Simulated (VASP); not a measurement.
Runs of VASP 6.6.1 on MgO. The structure is that of space group P6_3/mmc (No. 194), or close to it. The cells are those of the table. 

| cell | gap on the mesh (eV) | pressure (GPa) | largest force (eV/Å) |
| --- | --- | --- | --- |
| a = 3.484, b = 3.484, c = 4.186 Å, angles 90.1, 89.7, 120.0°, 4 atoms | 4.08 | -0.8 | - |
| a = 3.485, b = 3.484, c = 4.186 Å, angles 91.0, 88.0, 120.0°, 4 atoms | 4.05 | -0.7 | 0.01 |
| a = 3.484, b = 3.484, c = 4.186 Å, angles 90.7, 88.6, 120.0°, 4 atoms | 4.07 | -0.8 | 0.01 |
| a = 3.484, b = 3.484, c = 4.186 Å, angles 90.9, 88.3, 120.0°, 4 atoms | (a) | -0.8 | 0.01 |
| a = 3.484, b = 3.484, c = 4.186 Å, angles 90.3, 89.4, 120.0°, 4 atoms | 4.08 | -0.8 | - |
| a = 3.484, b = 3.484, c = 4.186 Å, angles 89.4, 91.1, 120.0°, 4 atoms | 4.07 | -0.8 | - |
| a = 3.485, b = 3.484, c = 4.187 Å, angles 88.9, 92.3, 120.0°, 4 atoms | 4.04 | -0.7 | 0.01 |
| a = 3.484, b = 3.484, c = 4.186 Å, angles 90.4, 89.1, 120.0°, 4 atoms | 4.07 | -0.8 | - |

Alike in all rows: task single point; level r2SCAN; potentials or basis VASP PAW PBE potentials, release 64 (Mg, O); no spin polarisation; k mesh 6 × 6 × 6; cutoff (eV) 520; smearing gaussian 0.05 eV.

**Question.** Estimate the missing entries.

**Answer.** (a) 4.06.

Caveats: the PAW data sets were made with another functional, which shifts forces and pressure a little.

